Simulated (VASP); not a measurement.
Wanted: the native input for a VASP 6.6.1 run.

- Task: single point
- Functional: PBE
- Potentials or basis: VASP PAW PBE potentials, release 64 (Zn, O)
- Cutoff: 520 eV
- k mesh: 2 × 2 × 1
- Occupations: fermi-dirac, width 0.05 eV
- Spin: no spin polarisation
- Dipole correction: no
- Further INCAR settings: ALGO = Normal; EDIFF = 1e-06; NBANDS = 66

The structure of ZnO lies in POSCAR:

```
ZnO
1.0
    5.5339020000      0.0000000000      0.0000000000
   -2.7669510000      5.3469200000      0.0000000000
    0.0000000000      0.0000000000     17.3926410000
Zn O
6 6
Direct
    0.3333271894      0.0000000000      0.0574955810
    0.6896509519      0.5707584927     -0.0034324862
    1.0051939770     -0.2460668946      0.1828876937
    0.9823687588      0.2816574776      0.0495094448
    0.7718147788      0.0892850463      0.2103303345
    0.4421678825      0.5558153105      0.1576356345
    0.3616269972      0.5728718589      0.0210376331
    0.6603098972      0.2651619998      0.0089118151
    0.9345410656      0.8311887965      0.0672180838
    1.0451779846      0.4146125246      0.1766034267
    0.7212618686      0.7459808637      0.2292406311
    0.4631746279      0.1092404599      0.1634656864
```

The input as run:

INCAR

```
PREC     = Accurate       # precision mode
ENCUT    = 520            # plane-wave cutoff, eV
EDIFF    = 1E-6           # SCF threshold, eV
ISMEAR   = -1             # smearing method
SIGMA    = 0.05           # smearing width, eV
LREAL    = F              # projectors in reciprocal space
LASPH    = T              # aspherical terms in the spheres
NELM     = 100            # most SCF steps
ALGO     = Normal         # electronic algorithm
ISIF     = 2              # what is computed and relaxed
LWAVE    = F              # write WAVECAR
LCHARG   = T              # write CHGCAR
GGA      = PE             # functional
LELF     = T              # ELF
LVHAR    = T            
NBANDS   = 66             # bands
```

KPOINTS

```
Automatic mesh
0
Gamma
  2 2 1
```

Potentials or basis: VASP PAW PBE potentials, release 64 (Zn, O).

Run with:

```sh
$ cat potpaw_PBE.64/Zn/POTCAR potpaw_PBE.64/O/POTCAR > POTCAR
$ mpirun -np 1 vasp_std > vasp.out
```

It gave:

The largest force is 4.004 eV/Å and the band gap on the k mesh is 1.00 eV.

Caveat: the k points lie up to 0.64 Å⁻¹ apart; the atoms stand as in a frame of molecular dynamics.

Run time: 5.6 min on 1 thread of Intel(R) Xeon(R) Platinum 8488C (Sapphire Rapids), with other jobs on the host, peak memory 0.63 GiB.
